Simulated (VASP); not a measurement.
Wanted: the native input for a VASP 6.6.1 run.

```yaml
Task: relaxation of shape and atoms at fixed volume
Functional: PBE
Potentials_or_basis: VASP PAW PBE potentials, release 64 (Re)
Cutoff: 600 eV
k_mesh: 18 × 18 × 10
Occupations: gaussian, width 0.1 eV
Spin: no spin polarisation
Dipole_correction: no
Further_INCAR_settings: ALGO = Fast; EDIFF = 1e-07; IBRION = 2; EDIFFG = -0.01; NSW = 50; ISIF = 4
```

The structure of Re lies in POSCAR:

```
Re
1.0
    2.6890101781      0.0000000000      0.0000000000
   -1.3445050890      2.3287511253      0.0000000000
    0.0000000000      0.0000000000      4.3453536306
Re
2
Direct
    0.3333333333      0.6666666667      0.2500000000
    0.6666666667      0.3333333333      0.7500000000
```

This cell differs from its parent crystal: volume scaled by 0.91.

The input as run:

INCAR

```
SYSTEM = Re
  PREC = Accurate
  ENCUT = 600
  EDIFF = 1E-7
  ISMEAR = 0
  SIGMA = 0.1
  LREAL = .False.
  LASPH = .True.
  NELM = 60
  ALGO = Fast
  ISIF = 4
  LWAVE = .False.
  LCHARG = .False.
  GGA = PE
  IBRION = 2
  NSW = 50
  EDIFFG = -0.01
```

KPOINTS

```
regular mesh
0
Gamma
  18 18 10
  0 0 0
```

Potentials or basis: VASP PAW PBE potentials, release 64 (Re).

Command:

```sh
$ cat potpaw_PBE.64/Re/POTCAR > POTCAR
$ mpirun -np 1 vasp_std > vasp.out
```

Results of the run:

- Pressure after relaxing: 42.7 GPa
- Band gap on the k mesh: zero (band 7 reaches 10.62 eV, above the bottom of band 8 at 6.95 eV)

Caveat: the relaxation stopped at its first step, so nothing moved; spin-orbit coupling is left out, which moves the levels of the heavy elements.

Run time: 2.4 min on 1 thread of Oxide Virtual Turin-like Processor (shared host), peak memory 0.18 GiB.
